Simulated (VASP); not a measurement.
# LiF: single point with LDA

The system is LiF.

```xyz
2
Lattice="2.5595 0.0000 0.0000 0.0000 2.5595 0.0000 0.0000 0.0000 2.5595" Properties=species:S:1:pos:R:3 pbc="T T T"
Li    0.0000    0.0000    0.0000
F     1.2798    1.2798    1.2798
```

```
Program                : VASP 6.6.1
Task                   : single point
Functional             : LDA
Potentials or basis    : VASP PAW LDA potentials, release 64 (Li_sv, F)
Cutoff                 : 520 eV
k mesh                 : 9 × 9 × 9
Occupations            : gaussian, width 0.01 eV
Spin                   : no spin polarisation
Dipole correction      : no
Further INCAR settings : ALGO = Normal; EDIFF = 1e-07; NBANDS = 12
```

| Property | Result |
| --- | --- |
| Band gap on the k mesh | 7.32 eV, indirect (least direct gap 7.99 eV) |

Levels at points of the mesh, in eV from the valence-band top:
```tsv
k point	band 1	band 2	band 3	band 4	band 5	band 6	band 7	band 8	band 9	band 10
(0.00, 0.00, 0.00)	-41.63	-20.39	-0.67	-0.67	-0.67	7.32	18.43	18.43	20.52	20.52
```

Wall time 6.8 s on 1 thread of AMD EPYC 7R43 64-Core Processor (Zen 3), with other jobs on the host, peak memory 0.08 GiB.

 A k mesh can miss the band edges.
